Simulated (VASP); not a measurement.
# Al2O3 (R-3c) in VASP: notebook, part 2 of 2

VASP 6.6.1. Earlier steps stand in the parts before.

## Step 3: Single point, PBEsol (volume 7.646 Å^3 an atom, c/a of the conventional cell 2.5162)

Contents of INCAR:

```
  PREC = Accurate
  ENCUT = 520
  EDIFF = 1E-6
  ISMEAR = 0
  SIGMA = 0.05
  LREAL = F
  LASPH = T
  NELM = 80
  ALGO = Normal
  ISIF = 2
  LWAVE = F
  LCHARG = T
  GGA = PS
  LELF = T
  LVHAR = T
  NBANDS = 35
```

Contents of KPOINTS:

```
regular mesh
0
Gamma
  6 6 6
```

Contents of POSCAR:

```
Al2O3
1.0
    2.3608220741      1.3630212600      3.9602003352
   -2.3608220741      1.3630212600      3.9602003352
    0.0000000000     -2.7260425199      3.9602003352
Al O
4 6
Direct
    0.8520350473      0.8520350473      0.8520350473
    0.6479649527      0.6479649527      0.6479649527
    0.1479649527      0.1479649527      0.1479649527
    0.3520350473      0.3520350473      0.3520350473
    0.0558571577      0.4441428423      0.7500000000
    0.7500000000      0.0558571577      0.4441428423
    0.4441428423      0.7500000000      0.0558571577
    0.9441428423      0.5558571577      0.2500000000
    0.2500000000      0.9441428423      0.5558571577
    0.5558571577      0.2500000000      0.9441428423
```

Potentials or basis: VASP PAW PBE potentials, release 64 (Al, O).

Started as:

```
> cat potpaw_PBE.64/Al/POTCAR potpaw_PBE.64/O/POTCAR > POTCAR
> mpirun -np 1 vasp_std > vasp.out
```

OUTCAR:

```text
PREC = Accurate
   ENCUT = 520
   EDIFF = 1E-6
   ISMEAR = 0
   LREAL = F
   LASPH = T
   NELM = 80
   ISIF = 2
   GGA = PS

 ion  position               nearest neighbor table
   1  0.852  0.852  0.852-   8 1.81   9 1.81  10 1.81   6 1.89   7 1.89   5 1.89   2 2.42   3 2.76
                             3 2.76   3 2.76   2 3.13   2 3.13   2 3.13
   2  0.648  0.648  0.648-   8 1.81  10 1.81   9 1.81   7 1.89   6 1.89   5 1.89   1 2.42   4 2.76
                             4 2.76   4 2.76   1 3.13   1 3.13   1 3.13
   3  0.148  0.148  0.148-   5 1.81   6 1.81   7 1.81   9 1.89  10 1.89   8 1.89   4 2.42   1 2.76
                             1 2.76   1 2.76   4 3.13   4 3.13   4 3.13
   4  0.352  0.352  0.352-   5 1.81   7 1.81   6 1.81  10 1.89   9 1.89   8 1.89   3 2.42   2 2.76
                             2 2.76   2 2.76   3 3.13   3 3.13   3 3.13
   5  0.056  0.444  0.750-   3 1.81   4 1.81   1 1.89   2 1.89
   6  0.750  0.056  0.444-   3 1.81   4 1.81   1 1.89   2 1.89
   7  0.444  0.750  0.056-   4 1.81   3 1.81   2 1.89   1 1.89
   8  0.944  0.556  0.250-   1 1.81   2 1.81   3 1.89   4 1.89
   9  0.250  0.944  0.556-   1 1.81   2 1.81   3 1.89   4 1.89
  10  0.556  0.250  0.944-   2 1.81   1 1.81   4 1.89   3 1.89

  LATTYP: Found a trigonal (rhomboedric) cell.
 ALAT       =     4.8077535831
 COS(alpha) =     0.5177501406

  Lattice vectors:

 A1 = (   2.3608220741,   1.3630212600,   3.9602003352)
 A2 = (  -2.3608220741,   1.3630212600,   3.9602003352)
 A3 = (   0.0000000000,  -2.7260425199,   3.9602003352)

Analysis of symmetry for initial positions (statically):
=====================================================================
 Subroutine PRICEL returns:
 Original cell was already a primitive cell.

 Routine SETGRP: Setting up the symmetry group for a
 trigonal (rhombohedral) supercell.

 Subroutine GETGRP returns: Found 12 space group operations
 (whereof  6 operations were pure point group operations)
 out of a pool of 12 trial point group operations.

The static configuration has the point symmetry S_6 .
 The point group associated with its full space group is D_3d.

Analysis of symmetry for dynamics (positions and initial velocities):
=====================================================================
 Subroutine PRICEL returns:
 Original cell was already a primitive cell.

 Routine SETGRP: Setting up the symmetry group for a
 trigonal (rhombohedral) supercell.

 Subroutine GETGRP returns: Found 12 space group operations
 (whereof  6 operations were pure point group operations)
 out of a pool of 12 trial point group operations.

The dynamic configuration has the point symmetry S_6 .
 The point group associated with its full space group is D_3d.

 Subroutine INISYM returns: Found 12 space group operations
 (whereof  6 operations are pure point group operations),
 and found     1 'primitive' translations

----------------------------------------------------------------------------------------

                                     Primitive cell

  volume of cell :      76.4600

  direct lattice vectors                    reciprocal lattice vectors
     2.360822074  1.363021260  3.960200335     0.211790632  0.122277379  0.084170826
    -2.360822074  1.363021260  3.960200335    -0.211790632  0.122277379  0.084170826
     0.000000000 -2.726042520  3.960200335     0.000000000 -0.244554757  0.084170826

  length of vectors
     4.807753583  4.807753583  4.807753583     0.258634408  0.258634408  0.258634408

  position of ions in fractional coordinates (direct lattice)
[... 52 lines left out ...]
  0.000000  0.000000  0.000000      1.000000
  0.166667 -0.000000  0.000000      6.000000
  0.333333  0.000000  0.000000      6.000000
  0.500000  0.000000  0.000000      3.000000
  0.166667  0.166667  0.000000      6.000000
  0.333333  0.166667  0.000000     12.000000
[... 16 lines left out ...]
  0.500000  0.500000  0.166667      6.000000
 -0.333333  0.500000  0.166667     12.000000
 [... further k-points ...]
   k-points           NKPTS =     32   k-points in BZ     NKDIM =     32   number of bands    NBANDS=     35
   number of dos      NEDOS =    301   number of ions     NIONS =     10
   total plane-waves  NPLWV =  46656
   dimension x,y,z NGX =    36 NGY =   36 NGZ =   36
   dimension x,y,z NGXF=    72 NGYF=   72 NGZF=   72
   ions per type =               4   6
   NGX,Y,Z   is equivalent  to a cutoff of  12.45, 12.45, 12.45 a.u.
   NGXF,Y,Z  is equivalent  to a cutoff of  24.90, 24.90, 24.90 a.u.
 SYSTEM =  unknown system
   PREC   = accura    normal or accurate (medium, high low for compatibility)
   ISTART =      0    job   : 0-new  1-cont  2-samecut
   ICHARG =      2    charge: 1-file 2-atom 10-const
   ISPIN  =      1    spin polarized calculation?
   LNONCOLLINEAR =      F non collinear calculations
   LSORBIT =      F    spin-orbit coupling
   LASPH  =      T    aspherical Exc in radial PAW
   ENCUT  =  520.0 eV  38.22 Ry    6.18 a.u.   8.94  8.94  8.94*2*pi/ulx,y,z
   NELM   =     80;   NELMIN=  2; NELMDL= -5     # of ELM steps
   EDIFF  = 0.1E-05   stopping-criterion for ELM
   LREAL  =      F    real-space projection
[... 7 lines left out ...]
   TEBEG  =    0.0;   TEEND  =   0.0 temperature during run
   PSTRESS=    0.0 pullay stress
   NELECT =      48.0000    total number of electrons
   NUPDOWN=      -1.0000    fix difference up-down
   EMIN   =  10.00;   EMAX   =-10.00  energy-range for DOS
   EFERMI =   0.00;   METHOD = LEGACY
   ISMEAR =     0;   SIGMA  =   0.05  broadening in eV -4-tet -1-fermi 0-gaus
   EFERMI_NEDOS =   21; number of points for ismear=-14 and -15
   IALGO  =     38    algorithm
   IMIX   =      4    mixing-type and parameters
     AMIX     =   0.40;   BMIX     =  1.00
     AMIX_MAG =   1.60;   BMIX_MAG =  1.00
  volume/ion in A,a.u.               =       7.65        51.60
  Fermi-wavevector in a.u.,A,eV,Ry     =   1.401771  2.648964 26.734939  1.964963
  Thomas-Fermi vector in A             =   2.524599
   LORBIT       =      0    0 simple, 1 ext, 2 COOP (PROOUT), +10 PAW based schemes
   GGA     = PS    functional components
   LHFCALC =     F    Hartree Fock is set to
   AEXX    =    0.0000 exact exchange contribution
   IVDW    =     0    specifies the selected vdW correction
   LEPSILON=     F    determine dielectric tensor
   LRPA    =     F    only Hartree local field effects (RPA)
 non-spin polarized calculation
 Gauss-broadening in eV      SIGMA  =   0.05
  energy-cutoff  :      520.00
  volume of cell :       76.46
 maximum number of plane-waves:      2084
   NGX = 17   NGY = 17   NGZ = 17

 number of electron      48.0000017 magnetization

 Free energy of the ion-electron system (eV)
  ---------------------------------------------------
  ext. energy  EPLUGINS =         0.00000000
  ---------------------------------------------------
  free energy    TOTEN  =       -77.32807229 eV

  energy without entropy =      -77.32807229  energy(sigma->0) =      -77.32807229

 E-fermi :   8.0582     XC(G=0): -12.4878

 val. band max:        7.8544847555   @ k =   0.0000   0.0000   0.0000
 cond. band min:      14.4581896379   @ k =   0.0000   0.0000   0.0000
 fundamental gap:      6.6037048824
 Fermi energy:         8.0581643169

 k-point     1 :       0.0000    0.0000    0.0000
  band No.  band energies     occupation
      1     -12.7419      2.00000
      2      -9.6704      2.00000
      3      -9.6704      2.00000
      4      -9.5019      2.00000
      5      -9.2268      2.00000
      6      -9.2268      2.00000
[... 901 lines left out ...]
     34      21.4791      0.00000
     35      21.7366      0.00000

 [... further k-points ...]
[... 5 lines left out ...]
  --------------------------------------------------------------------------------------
  -------------------------------------------------------------------------------------
  Total       10.7974056     10.7974056     27.1758606      0.0000000      0.0000000      0.0000000
  in kB      226.2537081    226.2537081    569.4552417      0.0000000      0.0000000      0.0000000
  external PRESSURE =     340.6542193 kB  Pullay stress =       0.0000000 kB

 VOLUME and BASIS-vectors are now :
 -----------------------------------------------------------------------------
  energy-cutoff  :      520.00
  volume of cell :       76.46
      direct lattice vectors                 reciprocal lattice vectors
     2.360822074  1.363021260  3.960200335     0.211790632  0.122277379  0.084170826
    -2.360822074  1.363021260  3.960200335    -0.211790632  0.122277379  0.084170826
     0.000000000 -2.726042520  3.960200335     0.000000000 -0.244554757  0.084170826

 POSITION                                       TOTAL-FORCE (eV/Angst)
 -----------------------------------------------------------------------------------
      0.00000      0.00000     10.12269         0.000000      0.000000      0.981212
      0.00000      0.00000      7.69821         0.000000     -0.000000     -0.981212
      0.00000      0.00000      1.75791         0.000000     -0.000000     -0.981212
      0.00000      0.00000      4.18239         0.000000      0.000000      0.981212
     -0.91667     -1.36302      4.95025         0.075263     -0.000000      0.000000
      1.63875     -0.11235      4.95025        -0.037632      0.065180     -0.000000
     -0.72207      1.47537      4.95025        -0.037632     -0.065180     -0.000000
      0.91667      1.36302      6.93035        -0.075263     -0.000000     -0.000000
     -1.63875      0.11235      6.93035         0.037632     -0.065180     -0.000000
      0.72207     -1.47537      6.93035         0.037632      0.065180     -0.000000
 -----------------------------------------------------------------------------------
    total drift:                                0.000000      0.000000     -0.000000

  FREE ENERGIE OF THE ION-ELECTRON SYSTEM (eV)
  ---------------------------------------------------
  free  energy   TOTEN  =       -77.3280722891 eV

  energy  without entropy=      -77.3280722891  energy(sigma->0) =      -77.32807229
```

It took 57 s on 1 thread of AMD EPYC 9R45 (Zen 5), shared host; peak memory 0.19 GiB.

Results:

| Quantity | Value |
| --- | --- |
| Free energy | -77.3281 eV |
| Pressure | 34.1 GPa |
| Largest force | 0.981 eV/Å |
| Band gap on the k mesh | 6.60 eV, direct |

Forces in eV/Å, atoms in the order of the input:
```
Al   0.000  0.000  0.981
Al   0.000  0.000 -0.981
Al   0.000  0.000 -0.981
Al   0.000  0.000  0.981
O    0.075  0.000  0.000
O   -0.038  0.065  0.000
O   -0.038 -0.065  0.000
O   -0.075  0.000  0.000
O    0.038 -0.065  0.000
O    0.038  0.065  0.000
```

Stress tensor (GPa, compression positive):
```
22.63  0.00  0.00
 0.00 22.63  0.00
 0.00  0.00 56.95
```

Caveat: the PAW data sets were made with another functional, which shifts forces and pressure a little.
